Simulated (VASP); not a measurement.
# Ir (P6_3/mmc) in VASP: notebook

Runs on Ir. Level: PBEsol. Tasks: single point.

All numbers are computed with VASP 6.6.1; they aren't measurements. Logs are shortened: lines on timing, memory, paths and dates and some standing lists are left out, and cuts for length are marked.

## Step 1: The cell of the first run

It takes space group P6_3/mmc (No. 194, hexagonal). Conventional cell: a = 2.774 Å, b = 2.774 Å, c = 4.499 Å, α = 90.00°, β = 90.00°, γ = 120.00°. Within 3.6 Å of Ir (site symmetry -6m2) lie 12 Ir at 2.76 to 2.77 Å.

## Step 2: Single point, PBEsol

File INCAR:

```
SYSTEM = Ir
PREC = Accurate
ENCUT = 520
EDIFF = 1E-6
ISMEAR = 1
SIGMA = 0.1
LREAL = .FALSE.
LASPH = .TRUE.
NELM = 60
ALGO = Normal
ISIF = 2
LWAVE = .FALSE.
LCHARG = .FALSE.
GGA = PS
NBANDS = 16
```

File KPOINTS:

```
Automatic mesh
0
G
  12 12 7
  0 0 0
```

File POSCAR:

```
Ir
1.0
    2.7741175815      0.0000000000      0.0000000000
   -1.3870587958      2.4024563005      0.0000000000
    0.0000000000      0.0000000000      4.4991701022
Ir
2
Direct
    0.6666666667      0.3333333333      0.7500000000
    0.3333333333      0.6666666667      0.2500000000
```

Potentials or basis: VASP PAW PBE potentials, release 64 (Ir).

Run with:

```
$ cat potpaw_PBE.64/Ir/POTCAR > POTCAR
$ mpirun -np 1 vasp_std > vasp.out
```

OUTCAR:

```text
SYSTEM = Ir
   PREC = Accurate
   ENCUT = 520
   EDIFF = 1E-6
   ISMEAR = 1
   LREAL = .FALSE.
   LASPH = .TRUE.
   NELM = 60
   ISIF = 2
   GGA = PS

 ion  position               nearest neighbor table
   1  0.667  0.333  0.750-   2 2.76   2 2.76   2 2.76   2 2.76   2 2.76   2 2.76
   2  0.333  0.667  0.250-   1 2.76   1 2.76   1 2.76   1 2.76   1 2.76   1 2.76

  LATTYP: Found a hexagonal cell.
 ALAT       =     2.7741175815
 C/A-ratio  =     1.6218382855

  Lattice vectors:

 A1 = (   2.7741175815,   0.0000000000,   0.0000000000)
 A2 = (  -1.3870587958,   2.4024563005,   0.0000000000)
 A3 = (   0.0000000000,   0.0000000000,   4.4991701022)

Analysis of symmetry for initial positions (statically):
=====================================================================
 Subroutine PRICEL returns:
 Original cell was already a primitive cell.

 Routine SETGRP: Setting up the symmetry group for a
 hexagonal supercell.

 Subroutine GETGRP returns: Found 24 space group operations
 (whereof 12 operations were pure point group operations)
 out of a pool of 24 trial point group operations.

The static configuration has the point symmetry D_3d.
 The point group associated with its full space group is D_6h.

Analysis of symmetry for dynamics (positions and initial velocities):
=====================================================================
 Subroutine PRICEL returns:
 Original cell was already a primitive cell.

 Routine SETGRP: Setting up the symmetry group for a
 hexagonal supercell.

 Subroutine GETGRP returns: Found 24 space group operations
 (whereof 12 operations were pure point group operations)
 out of a pool of 24 trial point group operations.

The dynamic configuration has the point symmetry D_3d.
 The point group associated with its full space group is D_6h.

 Subroutine INISYM returns: Found 24 space group operations
 (whereof 12 operations are pure point group operations),
 and found     1 'primitive' translations

----------------------------------------------------------------------------------------

                                     Primitive cell

  volume of cell :      29.9856

  direct lattice vectors                    reciprocal lattice vectors
     2.774117582  0.000000000  0.000000000     0.360474987  0.208120332  0.000000000
    -1.387058796  2.402456300  0.000000000     0.000000000  0.416240662  0.000000000
     0.000000000  0.000000000  4.499170102     0.000000000  0.000000000  0.222263212

  length of vectors
     2.774117582  2.774117586  4.499170102     0.416240662  0.416240662  0.222263212

  position of ions in fractional coordinates (direct lattice)
     0.666666667  0.333333333  0.750000000
     0.333333333  0.666666667  0.250000000

  ion indices of the primitive-cell ions
   primitive index   ion index
                 1           1
                 2           2

----------------------------------------------------------------------------------------

 KPOINTS: Automatic mesh

Automatic generation of k-mesh.
 Grid dimensions read from file:
 generate k-points for:   12   12    7

 Generating k-lattice:

  Cartesian coordinates                     Fractional coordinates (reciprocal lattice)
     0.030039582  0.017343361  0.000000000     0.083333333 -0.000000000  0.000000000
     0.000000000  0.034686722  0.000000000     0.000000000  0.083333333  0.000000000
     0.000000000  0.000000000  0.031751887     0.000000000  0.000000000  0.142857143

  Length of vectors
     0.034686722  0.034686722  0.031751887

  Shift w.r.t. Gamma in fractional coordinates (k-lattice)
     0.000000000  0.000000000  0.000000000

 Subroutine IBZKPT returns following result:
 ===========================================

 Found     76 irreducible k-points:

 Following reciprocal coordinates:
            Coordinates               Weight
  0.000000  0.000000  0.000000      1.000000
  0.083333  0.000000  0.000000      6.000000
  0.166667  0.000000  0.000000      6.000000
  0.250000  0.000000  0.000000      6.000000
  0.333333  0.000000  0.000000      6.000000
  0.416667  0.000000  0.000000      6.000000
[... 16 lines left out ...]
  0.250000  0.000000  0.142857     12.000000
  0.333333  0.000000  0.142857     12.000000
 [... further k-points ...]
   k-points           NKPTS =     76   k-points in BZ     NKDIM =     76   number of bands    NBANDS=     16
   number of dos      NEDOS =    301   number of ions     NIONS =      2
   total plane-waves  NPLWV =  20736
   dimension x,y,z NGX =    24 NGY =   24 NGZ =   36
   dimension x,y,z NGXF=    48 NGYF=   48 NGZF=   72
   ions per type =               2
   NGX,Y,Z   is equivalent  to a cutoff of  14.38, 14.38, 13.30 a.u.
   NGXF,Y,Z  is equivalent  to a cutoff of  28.77, 28.77, 26.60 a.u.
 SYSTEM =  Ir
   PREC   = accura    normal or accurate (medium, high low for compatibility)
   ISTART =      0    job   : 0-new  1-cont  2-samecut
   ICHARG =      2    charge: 1-file 2-atom 10-const
   ISPIN  =      1    spin polarized calculation?
   LNONCOLLINEAR =      F non collinear calculations
   LSORBIT =      F    spin-orbit coupling
   LASPH  =      T    aspherical Exc in radial PAW
   ENCUT  =  520.0 eV  38.22 Ry    6.18 a.u.   5.16  5.16  8.37*2*pi/ulx,y,z
   NELM   =     60;   NELMIN=  2; NELMDL= -5     # of ELM steps
   EDIFF  = 0.1E-05   stopping-criterion for ELM
   LREAL  =      F    real-space projection
   EDIFFG = 0.1E-04   stopping-criterion for IOM
   NSW    =      0    number of steps for IOM
   IBRION =     -1    ionic relax: 0-MD 1-quasi-New 2-CG
   NFREE  =      0    steps in history (QN), initial steepest desc. (CG)
   ISIF   =      2    stress and relaxation
   ISYM   =      2    0-nonsym 1-usesym 2-fastsym
   POTIM  = 0.5000    time-step for ionic-motion
   TEBEG  =    0.0;   TEEND  =   0.0 temperature during run
   PSTRESS=    0.0 pullay stress
   NELECT =      18.0000    total number of electrons
   NUPDOWN=      -1.0000    fix difference up-down
   EMIN   =  10.00;   EMAX   =-10.00  energy-range for DOS
   EFERMI =   0.00;   METHOD = LEGACY
   ISMEAR =     1;   SIGMA  =   0.10  broadening in eV -4-tet -1-fermi 0-gaus
   EFERMI_NEDOS =   21; number of points for ismear=-14 and -15
   IALGO  =     38    algorithm
   IMIX   =      4    mixing-type and parameters
     AMIX     =   0.40;   BMIX     =  1.00
     AMIX_MAG =   1.60;   BMIX_MAG =  1.00
  volume/ion in A,a.u.               =      14.99       101.18
  Fermi-wavevector in a.u.,A,eV,Ry     =   1.381003  2.609718 25.948628  1.907170
  Thomas-Fermi vector in A             =   2.505828
   LORBIT       =      0    0 simple, 1 ext, 2 COOP (PROOUT), +10 PAW based schemes
   GGA     = PS    functional components
   LHFCALC =     F    Hartree Fock is set to
   AEXX    =    0.0000 exact exchange contribution
   IVDW    =     0    specifies the selected vdW correction
   LEPSILON=     F    determine dielectric tensor
   LRPA    =     F    only Hartree local field effects (RPA)
 non-spin polarized calculation
 Methfessel and Paxton  Order N= 1 SIGMA  =   0.10
  energy-cutoff  :      520.00
  volume of cell :       29.99
 maximum number of plane-waves:       821
 NGX is ok and might be reduce to    24
   NGX = 11   NGY = 11   NGZ = 17

 number of electron      17.9999999 magnetization

 Free energy of the ion-electron system (eV)
  ---------------------------------------------------
  ext. energy  EPLUGINS =         0.00000000
  ---------------------------------------------------
  free energy    TOTEN  =       -19.38822560 eV

  energy without entropy =      -19.38929287  energy(sigma->0) =      -19.38858136

 E-fermi :   9.4210     XC(G=0): -13.7627

 val. band max:        9.4096712098   @ k =   0.3333   0.3333   0.1429
 cond. band min:       9.4243873315   @ k =   0.2500   0.0833   0.4286
 fundamental gap:      0.0147161217
 Fermi energy:         9.4209743913

 k-point     1 :       0.0000    0.0000    0.0000
  band No.  band energies     occupation
      1      -1.3078      2.00000
      2       1.7456      2.00000
      3       5.7417      2.00000
      4       5.8396      2.00000
      5       5.8396      2.00000
      6       6.4407      2.00000
[... 8 lines left out ...]
     15      25.7864      0.00000
     16      26.7364      0.00000

 k-point     2 :       0.0833    0.0000    0.0000
  band No.  band energies     occupation
      1      -1.0525      2.00000
      2       1.9713      2.00000
      3       5.3836      2.00000
      4       6.0507      2.00000
      5       6.1402      2.00000
      6       6.3199      2.00000
[... 8 lines left out ...]
     15      26.1144      0.00000
     16      27.0649      0.00000

 k-point     3 :       0.1667    0.0000    0.0000
  band No.  band energies     occupation
      1      -0.3311      2.00000
      2       2.5369      2.00000
      3       4.9351      2.00000
      4       5.7211      2.00000
      5       5.9381      2.00000
      6       6.6625      2.00000
[... 8 lines left out ...]
     15      26.5796      0.00000
     16      26.7371      0.00000

 k-point     4 :       0.2500    0.0000    0.0000
  band No.  band energies     occupation
      1       0.6972      2.00000
      2       2.9562      2.00000
      3       4.5825      2.00000
      4       4.8180      2.00000
      5       5.7020      2.00000
      6       6.2544      2.00000
[... 8 lines left out ...]
     15      24.8308      0.00000
     16      25.2889      0.00000

 k-point     5 :       0.3333    0.0000    0.0000
  band No.  band energies     occupation
      1       1.6862      2.00000
      2       2.8004      2.00000
      3       3.7186      2.00000
      4       5.1651      2.00000
      5       5.8967      2.00000
      6       6.0050      2.00000
[... 8 lines left out ...]
     15      22.7893      0.00000
     16      24.0498      0.00000

 k-point     6 :       0.4167    0.0000    0.0000
  band No.  band energies     occupation
      1       2.2281      2.00000
      2       2.5268      2.00000
      3       3.1841      2.00000
      4       5.6600      2.00000
      5       5.7329      2.00000
      6       6.1555      2.00000
[... 8 lines left out ...]
     15      21.2001      0.00000
     16      21.8673      0.00000

 k-point     7 :       0.5000    0.0000    0.0000
  band No.  band energies     occupation
      1       2.3659      2.00000
      2       2.4072      2.00000
      3       3.0035      2.00000
      4       5.5776      2.00000
      5       6.0784      2.00000
      6       6.1427      2.00000
[... 8 lines left out ...]
     15      19.9140      0.00000
     16      20.5644      0.00000

 k-point     8 :       0.0833    0.0833    0.0000
  band No.  band energies     occupation
      1      -0.5619      2.00000
      2       2.3804      2.00000
      3       5.0152      2.00000
      4       6.0812      2.00000
      5       6.1258      2.00000
      6       6.4329      2.00000
[... 8 lines left out ...]
     15      26.3859      0.00000
     16      26.6807      0.00000

 k-point     9 :       0.1667    0.0833    0.0000
  band No.  band energies     occupation
      1       0.3325      2.00000
      2       2.9772      2.00000
      3       4.6138      2.00000
      4       5.0247      2.00000
      5       5.7939      2.00000
      6       6.1550      2.00000
[... 8 lines left out ...]
     15      24.5294      0.00000
     16      26.1244      0.00000
[... 172 lines left out ...]
 k-point    19 :       0.3333    0.3333    0.0000
  band No.  band energies     occupation
      1       3.0785      2.00000
      2       3.9092      2.00000
      3       3.9092      2.00000
      4       4.6192      2.00000
      5       5.4665      2.00000
      6       5.4665      2.00000
[... 8 lines left out ...]
     15      22.3646      0.00000
     16      22.3646      0.00000

 k-point    20 :       0.0000    0.0000    0.1429
  band No.  band energies     occupation
      1      -1.0919      2.00000
      2       1.7467      2.00000
      3       5.6445      2.00000
      4       5.7498      2.00000
      5       5.7498      2.00000
      6       6.3331      2.00000
[... 8 lines left out ...]
     15      26.1298      0.00000
     16      26.5440      0.00000

 k-point    21 :       0.0833    0.0000    0.1429
  band No.  band energies     occupation
      1      -0.8405      2.00000
      2       1.9799      2.00000
      3       5.3833      2.00000
      4       5.8807      2.00000
      5       5.9350      2.00000
      6       6.0789      2.00000
[... 8 lines left out ...]
     15      26.4428      0.00000
     16      26.8028      0.00000

 k-point    22 :       0.1667    0.0000    0.1429
  band No.  band energies     occupation
      1      -0.1361      2.00000
      2       2.5710      2.00000
      3       4.9767      2.00000
      4       5.3050      2.00000
      5       5.8176      2.00000
      6       6.3488      2.00000
[... 8 lines left out ...]
     15      25.9501      0.00000
     16      26.6909      0.00000

 k-point    23 :       0.2500    0.0000    0.1429
  band No.  band energies     occupation
      1       0.8415      2.00000
      2       3.0265      2.00000
      3       4.4052      2.00000
      4       4.8699      2.00000
      5       5.5008      2.00000
      6       6.3077      2.00000
[... 8 lines left out ...]
     15      25.1454      0.00000
     16      25.2531      0.00000

 k-point    24 :       0.3333    0.0000    0.1429
  band No.  band energies     occupation
      1       1.6965      2.00000
      2       2.8746      2.00000
      3       3.8073      2.00000
      4       4.8254      2.00000
      5       5.9392      2.00000
      6       6.0252      2.00000
[... 8 lines left out ...]
     15      23.2161      0.00000
     16      23.8391      0.00000

 [... further k-points ...]
[... 5 lines left out ...]
  --------------------------------------------------------------------------------------
  -------------------------------------------------------------------------------------
  Total       -3.7285452     -3.7285452     -3.4719429      0.0000000      0.0000000      0.0000000
  in kB     -199.2219637   -199.2219640   -185.5113056      0.0000004      0.0000000      0.0000000
  external PRESSURE =    -194.6517444 kB  Pullay stress =       0.0000000 kB

 VOLUME and BASIS-vectors are now :
 -----------------------------------------------------------------------------
  energy-cutoff  :      520.00
  volume of cell :       29.99
      direct lattice vectors                 reciprocal lattice vectors
     2.774117582  0.000000000  0.000000000     0.360474987  0.208120332  0.000000000
    -1.387058796  2.402456300  0.000000000     0.000000000  0.416240662  0.000000000
     0.000000000  0.000000000  4.499170102     0.000000000  0.000000000  0.222263212

 POSITION                                       TOTAL-FORCE (eV/Angst)
 -----------------------------------------------------------------------------------
      1.38706      0.80082      3.37438         0.000000      0.000000      0.000000
     -0.00000      1.60164      1.12479        -0.000000     -0.000000      0.000000
 -----------------------------------------------------------------------------------
    total drift:                               -0.000000      0.000000     -0.000000

  FREE ENERGIE OF THE ION-ELECTRON SYSTEM (eV)
  ---------------------------------------------------
  free  energy   TOTEN  =       -19.3882256036 eV

  energy  without entropy=      -19.3892928669  energy(sigma->0) =      -19.38858136
```

Wall time 16 s (1 thread of Intel Xeon Platinum 8488C (Sapphire Rapids), shared host); peak memory 0.17 GiB.

What came out:

```
Free energy            : -19.3882 eV
Pressure               : -19.5 GPa
Band gap on the k mesh : zero (band 9 reaches 10.25 eV, above the bottom of band 10 at 7.20 eV)
```

Stress tensor (GPa, compression positive):
```
-19.92   0.00   0.00
  0.00 -19.92   0.00
  0.00   0.00 -18.55
```

Levels at points of the mesh, in eV from the Fermi level:
```tsv
k point	band 6	band 7	band 8	band 9	band 10	band 11	band 12	band 13
(0.00, 0.00, 0.00)	-2.98	-2.98	-2.24	-2.24	-0.77	0.20	0.20	6.47
(0.50, 0.00, 0.00)	-3.28	-2.81	0.59	0.83	0.97	2.68	4.05	7.81
```

Caveat: the PAW data sets were made with another functional, which shifts forces and pressure a little; spin-orbit coupling is left out, which moves the levels of the heavy elements.

## Step 3: Single point, PBEsol

This run uses another cell than the first one, of 15.36 Å³/atom, 1.024 times its volume.

File INCAR:

```
SYSTEM = Ir
PREC = Accurate ; ENCUT = 520
EDIFF = 1E-6 ; ISMEAR = 1
SIGMA = 0.1 ; LREAL = .False.
LASPH = .True. ; NELM = 60
ALGO = Normal ; ISIF = 2
LWAVE = .False. ; LCHARG = .False.
GGA = PS ; NBANDS = 16
```

File KPOINTS:

```
Automatic mesh
0
Gamma
  12 12 7
  0 0 0
```

File POSCAR:

```
Ir
1.0
    2.7964904636      0.0000000000      0.0000000000
   -1.3982452369      2.4218317848      0.0000000000
    0.0000000000      0.0000000000      4.5354552991
Ir
2
Direct
    0.6666666667      0.3333333333      0.7500000000
    0.3333333333      0.6666666667      0.2500000000
```

Potentials or basis: VASP PAW PBE potentials, release 64 (Ir).

Run with:

```
$ cat potpaw_PBE.64/Ir/POTCAR > POTCAR
$ mpirun -np 1 vasp_std > vasp.out
```

Wall time 16 s (1 thread of Intel Xeon Platinum 8488C (Sapphire Rapids), shared host); peak memory 0.17 GiB.

It converged, with:

- Free energy: -19.2846 eV
- Pressure: -25.8 GPa
- Band gap on the k mesh: zero (band 9 reaches 9.81 eV, above the bottom of band 10 at 6.89 eV)

Stress tensor (GPa, compression positive):
```
-26.20   0.00   0.00
  0.00 -26.20   0.00
  0.00   0.00 -25.08
```

Levels at points of the mesh, in eV from the Fermi level:
```
           k point  band 5  band 6  band 7  band 8  band 9  band 10  band 11  band 12  band 13  band 14
(0.00, 0.00, 0.00)   -3.44   -2.87   -2.87   -2.15   -2.15    -0.69     0.19     0.19     6.26    14.28
(0.50, 0.00, 0.00)   -3.22   -3.16   -2.71    0.56    0.79     0.92     2.60     3.94     7.68     9.61
```

Caveat: the PAW data sets were made with another functional, which shifts forces and pressure a little; spin-orbit coupling is left out, which moves the levels of the heavy elements.

## Step 4: Single point, PBEsol

This run uses another cell than the first one, of 15.72 Å³/atom, 1.049 times its volume.

File INCAR:

```
SYSTEM = Ir
ALGO     = Normal         ! electronic algorithm
EDIFF    = 1E-7           ! SCF threshold, eV
ENCUT    = 520            ! plane-wave cutoff, eV
GGA      = PS             ! functional
ISIF     = 2              ! what is computed and relaxed
ISMEAR   = 1              ! smearing method
LASPH    = .TRUE.         ! aspherical terms in the spheres
LCHARG   = .FALSE.        ! write CHGCAR
LREAL    = .FALSE.        ! projectors in reciprocal space
LWAVE    = .FALSE.        ! write WAVECAR
NBANDS   = 16             ! bands
NELM     = 100            ! most SCF steps
PREC     = Accurate       ! precision mode
SIGMA    = 0.1            ! smearing width, eV
```

File KPOINTS:

```
k-points
0
G
  12 12 7
  0 0 0
```

File POSCAR:

```
Ir
1.0
    2.8185109802      0.0000000000      0.0000000000
   -1.4092554952      2.4409021116      0.0000000000
    0.0000000000      0.0000000000      4.5711690159
Ir
2
Direct
    0.6666666667      0.3333333333      0.7500000000
    0.3333333333      0.6666666667      0.2500000000
```

Run with:

```
$ cat potpaw_PBE.64/Ir/POTCAR > POTCAR
$ mpirun -np 1 vasp_std > vasp.out
```

Run time: 18 s. Hardware: 1 thread of Intel Xeon Platinum 8488C (Sapphire Rapids), shared host; peak memory 0.17 GiB.

It converged, with:

```yaml
Free_energy: -19.1543 eV
Pressure: -31.2 GPa
Band_gap_on_the_k_mesh: zero (band 9 reaches 9.39 eV, above the bottom of band 10 at 6.59 eV)
```

Stress tensor (GPa, compression positive):
```
-31.54   0.00   0.00
  0.00 -31.54   0.00
  0.00   0.00 -30.65
```

Levels at points of the mesh, in eV from the Fermi level:
| k point | band 7 | band 8 | band 9 | band 10 | band 11 | band 12 |
| --- | --- | --- | --- | --- | --- | --- |
| (0.00, 0.00, 0.00) | -2.76 | -2.07 | -2.07 | -0.62 | 0.19 | 0.19 |
| (0.50, 0.00, 0.00) | -2.61 | 0.53 | 0.75 | 0.88 | 2.53 | 3.83 |

Caveat: the PAW data sets were made with another functional, which shifts forces and pressure a little; spin-orbit coupling is left out, which moves the levels of the heavy elements.

[end of part 1 of 2]
